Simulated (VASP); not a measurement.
# BN (P6_3/mmc) in VASP: settings compared

Aim: see how the results for BN move with the level of theory and the settings. Levels: PBE, r2SCAN. Tasks: single point.

All numbers are computed with VASP 6.6.1; they aren't measurements. Logs are shortened: lines on timing, memory, paths and dates and some standing lists are left out, and cuts for length are marked.

### 1 The cell of the first run

The structure is hexagonal, space group P6_3/mmc (No. 194). The conventional cell has a = 2.549 Å, b = 2.549 Å, c = 4.101 Å, α = 90.00°, β = 90.00°, γ = 120.00°. Within 2.4 Å of B (site symmetry -3m) lie 6 N at 1.79 Å and 2 B at 2.05 Å. Within 2.4 Å of N (site symmetry -6m2) lie 6 B at 1.79 Å.

### 2 Single point, PBE (volume changed by +6%)

Contents of INCAR:

```
PREC = Accurate ; ENCUT = 520
EDIFF = 1E-7 ; ISMEAR = 0
SIGMA = 0.01 ; LREAL = F
LASPH = T ; NELM = 80
ALGO = Normal ; ISIF = 2
LWAVE = F ; LCHARG = F
GGA = PE ; NBANDS = 16
```

Contents of KPOINTS:

```
regular mesh
0
Gamma
  9 9 6
```

Contents of POSCAR:

```
BN
1.0
    2.5491579101      0.0000000000      0.0000000000
   -1.2745789550      2.2076355084      0.0000000000
    0.0000000000      0.0000000000      4.1011776434
B N
2 2
Direct
    0.0000000000      0.0000000000      0.0000000000
    0.0000000000      0.0000000000      0.5000000000
    0.3333333333      0.6666666667      0.2500000000
    0.6666666667      0.3333333333      0.7500000000
```

Potentials or basis: VASP PAW PBE potentials, release 64 (B, N).

The run is started by

```bash
$ cat potpaw_PBE.64/B/POTCAR potpaw_PBE.64/N/POTCAR > POTCAR
$ mpirun -np 1 vasp_std > vasp.out
```

OUTCAR:

```text
PREC = Accurate
   ENCUT = 520
   EDIFF = 1E-7
   ISMEAR = 0
   LREAL = F
   LASPH = T
   NELM = 80
   ISIF = 2
   GGA = PE

 ion  position               nearest neighbor table
   1  0.000  0.000  0.000-   3 1.79   4 1.79   3 1.79   4 1.79   4 1.79   3 1.79   2 2.05   2 2.05

   2  0.000  0.000  0.500-   3 1.79   4 1.79   3 1.79   4 1.79   4 1.79   3 1.79   1 2.05   1 2.05

   3  0.333  0.667  0.250-   1 1.79   2 1.79   1 1.79   2 1.79   1 1.79   2 1.79
   4  0.667  0.333  0.750-   1 1.79   2 1.79   1 1.79   2 1.79   1 1.79   2 1.79

  LATTYP: Found a hexagonal cell.
 ALAT       =     2.5491579101
 C/A-ratio  =     1.6088362463

  Lattice vectors:

 A1 = (   2.5491579101,   0.0000000000,   0.0000000000)
 A2 = (  -1.2745789550,   2.2076355084,   0.0000000000)
 A3 = (   0.0000000000,   0.0000000000,   4.1011776434)

Analysis of symmetry for initial positions (statically):
=====================================================================
 Subroutine PRICEL returns:
 Original cell was already a primitive cell.

 Routine SETGRP: Setting up the symmetry group for a
 hexagonal supercell.

 Subroutine GETGRP returns: Found 24 space group operations
 (whereof 12 operations were pure point group operations)
 out of a pool of 24 trial point group operations.

The static configuration has the point symmetry D_3d.
 The point group associated with its full space group is D_6h.

Analysis of symmetry for dynamics (positions and initial velocities):
=====================================================================
 Subroutine PRICEL returns:
 Original cell was already a primitive cell.

 Routine SETGRP: Setting up the symmetry group for a
 hexagonal supercell.

 Subroutine GETGRP returns: Found 24 space group operations
 (whereof 12 operations were pure point group operations)
 out of a pool of 24 trial point group operations.

The dynamic configuration has the point symmetry D_3d.
 The point group associated with its full space group is D_6h.

 Subroutine INISYM returns: Found 24 space group operations
 (whereof 12 operations are pure point group operations),
 and found     1 'primitive' translations

----------------------------------------------------------------------------------------

                                     Primitive cell

  volume of cell :      23.0798

  direct lattice vectors                    reciprocal lattice vectors
     2.549157910  0.000000000  0.000000000     0.392286408  0.226486663  0.000000000
    -1.274578955  2.207635508  0.000000000     0.000000000  0.452973327  0.000000000
     0.000000000  0.000000000  4.101177643     0.000000000  0.000000000  0.243832403

  length of vectors
     2.549157910  2.549157910  4.101177643     0.452973327  0.452973327  0.243832403

  position of ions in fractional coordinates (direct lattice)
     0.000000000  0.000000000  0.000000000
     0.000000000  0.000000000  0.500000000
     0.333333333  0.666666667  0.250000000
     0.666666667  0.333333333  0.750000000

  ion indices of the primitive-cell ions
   primitive index   ion index
                 1           1
                 2           2
                 3           3
                 4           4

----------------------------------------------------------------------------------------

 KPOINTS: regular mesh

Automatic generation of k-mesh.
 Grid dimensions read from file:
 generate k-points for:    9    9    6

 Generating k-lattice:

  Cartesian coordinates                     Fractional coordinates (reciprocal lattice)
     0.043587379  0.025165185  0.000000000     0.111111111  0.000000000  0.000000000
     0.000000000  0.050330370  0.000000000     0.000000000  0.111111111  0.000000000
     0.000000000  0.000000000  0.040638734     0.000000000  0.000000000  0.166666667

  Length of vectors
     0.050330370  0.050330370  0.040638734

  Shift w.r.t. Gamma in fractional coordinates (k-lattice)
     0.000000000  0.000000000  0.000000000

 Subroutine IBZKPT returns following result:
 ===========================================

 Found     48 irreducible k-points:

 Following reciprocal coordinates:
            Coordinates               Weight
  0.000000  0.000000  0.000000      1.000000
  0.111111  0.000000  0.000000      6.000000
  0.222222  0.000000  0.000000      6.000000
  0.333333  0.000000  0.000000      6.000000
  0.444444  0.000000  0.000000      6.000000
  0.111111  0.111111  0.000000      6.000000
[... 16 lines left out ...]
  0.333333  0.222222  0.166667     24.000000
  0.333333  0.333333  0.166667      4.000000
 [... further k-points ...]
   k-points           NKPTS =     48   k-points in BZ     NKDIM =     48   number of bands    NBANDS=     16
   number of dos      NEDOS =    301   number of ions     NIONS =      4
   total plane-waves  NPLWV =  12800
   dimension x,y,z NGX =    20 NGY =   20 NGZ =   32
   dimension x,y,z NGXF=    40 NGYF=   40 NGZF=   64
   ions per type =               2   2
   NGX,Y,Z   is equivalent  to a cutoff of  13.04, 13.04, 12.97 a.u.
   NGXF,Y,Z  is equivalent  to a cutoff of  26.09, 26.09, 25.94 a.u.
 SYSTEM =  unknown system
   PREC   = accura    normal or accurate (medium, high low for compatibility)
   ISTART =      0    job   : 0-new  1-cont  2-samecut
   ICHARG =      2    charge: 1-file 2-atom 10-const
   ISPIN  =      1    spin polarized calculation?
   LNONCOLLINEAR =      F non collinear calculations
   LSORBIT =      F    spin-orbit coupling
   LASPH  =      T    aspherical Exc in radial PAW
   ENCUT  =  520.0 eV  38.22 Ry    6.18 a.u.   4.74  4.74  7.63*2*pi/ulx,y,z
   NELM   =     80;   NELMIN=  2; NELMDL= -5     # of ELM steps
   EDIFF  = 0.1E-06   stopping-criterion for ELM
   LREAL  =      F    real-space projection
   EDIFFG = 0.1E-05   stopping-criterion for IOM
   NSW    =      0    number of steps for IOM
   IBRION =     -1    ionic relax: 0-MD 1-quasi-New 2-CG
   NFREE  =      0    steps in history (QN), initial steepest desc. (CG)
   ISIF   =      2    stress and relaxation
   ISYM   =      2    0-nonsym 1-usesym 2-fastsym
   POTIM  = 0.5000    time-step for ionic-motion
   TEBEG  =    0.0;   TEEND  =   0.0 temperature during run
   PSTRESS=    0.0 pullay stress
   NELECT =      16.0000    total number of electrons
   NUPDOWN=      -1.0000    fix difference up-down
   EMIN   =  10.00;   EMAX   =-10.00  energy-range for DOS
   EFERMI =   0.00;   METHOD = LEGACY
   ISMEAR =     0;   SIGMA  =   0.01  broadening in eV -4-tet -1-fermi 0-gaus
   EFERMI_NEDOS =   21; number of points for ismear=-14 and -15
   IALGO  =     38    algorithm
   IMIX   =      4    mixing-type and parameters
     AMIX     =   0.40;   BMIX     =  1.00
     AMIX_MAG =   1.60;   BMIX_MAG =  1.00
  volume/ion in A,a.u.               =       5.77        38.94
  Fermi-wavevector in a.u.,A,eV,Ry     =   1.448896  2.738017 28.562712  2.099300
  Thomas-Fermi vector in A             =   2.566685
   LORBIT       =      0    0 simple, 1 ext, 2 COOP (PROOUT), +10 PAW based schemes
   GGA     = PE    functional components
   LHFCALC =     F    Hartree Fock is set to
   AEXX    =    0.0000 exact exchange contribution
   IVDW    =     0    specifies the selected vdW correction
   LEPSILON=     F    determine dielectric tensor
   LRPA    =     F    only Hartree local field effects (RPA)
 non-spin polarized calculation
 Gauss-broadening in eV      SIGMA  =   0.01
  energy-cutoff  :      520.00
  volume of cell :       23.08
 maximum number of plane-waves:       640
 NGX is ok and might be reduce to    20
   NGX =  9   NGY =  9   NGZ = 15

 number of electron      16.0000003 magnetization

 Free energy of the ion-electron system (eV)
  ---------------------------------------------------
  ext. energy  EPLUGINS =         0.00000000
  ---------------------------------------------------
  free energy    TOTEN  =       -27.76457906 eV

  energy without entropy =      -27.76457906  energy(sigma->0) =      -27.76457906

 E-fermi :   9.1940     XC(G=0): -13.3130

 val. band max:        9.1435833261   @ k =   0.2222   0.0000   0.0000
 cond. band min:      10.3303657875   @ k =   0.3333   0.3333   0.0000
 fundamental gap:      1.1867824614
 Fermi energy:         9.1939780309

 k-point     1 :       0.0000    0.0000    0.0000
  band No.  band energies     occupation
      1     -12.2137      2.00000
      2      -7.4253      2.00000
      3      -2.3980      2.00000
      4       7.8120      2.00000
      5       7.8120      2.00000
      6       8.5678      2.00000
[... 8 lines left out ...]
     15      22.9641      0.00000
     16      23.0840      0.00000

 k-point     2 :       0.1111    0.0000    0.0000
  band No.  band energies     occupation
      1     -11.9247      2.00000
      2      -7.1644      2.00000
      3      -2.1379      2.00000
      4       5.8551      2.00000
      5       6.7984      2.00000
      6       7.8411      2.00000
[... 8 lines left out ...]
     15      22.4008      0.00000
     16      23.0954      0.00000

 k-point     3 :       0.2222    0.0000    0.0000
  band No.  band energies     occupation
      1     -11.0685      2.00000
      2      -6.4296      2.00000
      3      -1.3714      2.00000
      4       2.6623      2.00000
      5       5.4819      2.00000
      6       5.6657      2.00000
[... 8 lines left out ...]
     15      21.2242      0.00000
     16      23.3758      0.00000

 k-point     4 :       0.3333    0.0000    0.0000
  band No.  band energies     occupation
      1      -9.6918      2.00000
      2      -5.5030      2.00000
      3      -0.1757      2.00000
      4      -0.1663      2.00000
      5       3.0637      2.00000
      6       4.4691      2.00000
[... 8 lines left out ...]
     15      21.3766      0.00000
     16      23.6723      0.00000
[... 324 lines left out ...]
 k-point    22 :       0.2222    0.2222    0.1667
  band No.  band energies     occupation
      1      -8.7178      2.00000
      2      -5.4882      2.00000
      3      -0.0620      2.00000
      4       0.2167      2.00000
      5       1.6972      2.00000
      6       4.3010      2.00000
[... 8 lines left out ...]
     15      21.0603      0.00000
     16      21.8858      0.00000

 k-point    23 :       0.3333    0.2222    0.1667
  band No.  band energies     occupation
      1      -7.1029      2.00000
      2      -5.3127      2.00000
      3      -1.3503      2.00000
      4      -0.0954      2.00000
      5       1.5280      2.00000
      6       3.3425      2.00000
[... 8 lines left out ...]
     15      21.7531      0.00000
     16      22.8224      0.00000

 k-point    24 :       0.3333    0.3333    0.1667
  band No.  band energies     occupation
      1      -5.8227      2.00000
      2      -5.8227      2.00000
      3      -1.9482      2.00000
      4       0.6460      2.00000
      5       1.5698      2.00000
      6       1.5698      2.00000
[... 8 lines left out ...]
     15      22.4526      0.00000
     16      22.4526      0.00000

 [... further k-points ...]
[... 5 lines left out ...]
  --------------------------------------------------------------------------------------
  -------------------------------------------------------------------------------------
  Total       -2.7122438     -2.7122438     -3.0257743     -0.0000000      0.0000000      0.0000000
  in kB     -188.2810506   -188.2810506   -210.0460007     -0.0000000      0.0000000      0.0000000
  external PRESSURE =    -195.5360339 kB  Pullay stress =       0.0000000 kB

 VOLUME and BASIS-vectors are now :
 -----------------------------------------------------------------------------
  energy-cutoff  :      520.00
  volume of cell :       23.08
      direct lattice vectors                 reciprocal lattice vectors
     2.549157910  0.000000000  0.000000000     0.392286408  0.226486663  0.000000000
    -1.274578955  2.207635508  0.000000000     0.000000000  0.452973327  0.000000000
     0.000000000  0.000000000  4.101177643     0.000000000  0.000000000  0.243832403

 POSITION                                       TOTAL-FORCE (eV/Angst)
 -----------------------------------------------------------------------------------
      0.00000      0.00000      0.00000        -0.000000      0.000000      0.000000
      0.00000      0.00000      2.05059         0.000000      0.000000      0.000000
     -0.00000      1.47176      1.02529         0.000000      0.000000     -0.000000
      1.27458      0.73588      3.07588        -0.000000     -0.000000      0.000000
 -----------------------------------------------------------------------------------
    total drift:                                0.000000     -0.000000      0.000000

  FREE ENERGIE OF THE ION-ELECTRON SYSTEM (eV)
  ---------------------------------------------------
  free  energy   TOTEN  =       -27.7645790576 eV

  energy  without entropy=      -27.7645790576  energy(sigma->0) =      -27.76457906
```

Run time: 9.2 s. Hardware: 1 thread of AMD EPYC 9R45 (Zen 5), shared host; peak memory 0.1 GiB.

What came out:

- Free energy: -27.7646 eV
- Pressure: -19.6 GPa
- Band gap on the k mesh: 1.19 eV, indirect (least direct gap 4.68 eV)

Stress tensor (GPa, compression positive):
```
-18.83   0.00   0.00
  0.00 -18.83   0.00
  0.00   0.00 -21.00
```

 A k mesh can miss the band edges.

(Continued in part 2 of 2.)
